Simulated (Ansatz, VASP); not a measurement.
# Two plane-wave programs on Cs

```
Cs
1.0
     5.01079    0.00000    0.00000
     0.00000    5.01079    0.00000
     0.00000    0.00000    5.01079
Cs
1
Cartesian
  0.0000 0.0000 0.0000
```

Alike in both runs: task single point; functional RPBE; k mesh 7 × 7 × 7; occupations fermi-dirac, width 0.1 eV; no spin polarisation.

|  | VASP | Ansatz |
| --- | --- | --- |
| version | VASP 6.6.1 | Ansatz 0.2.0 |
| potentials or method | VASP PAW PBE potentials, release 64 (Cs_sv), cutoff 520 eV | plane waves (420 eV) with PAW, scalar-relativistic |
| valence electrons in the cell | 9 | 9 |

```tsv
	VASP	Ansatz	Ansatz less VASP
pressure (GPa)	0.2	0.2	+0.01
```

VASP's potentials were made for PBE, not for RPBE. With one functional, cell and mesh, what is left measures potentials, basis and numerics.

Spin-orbit coupling is off throughout.
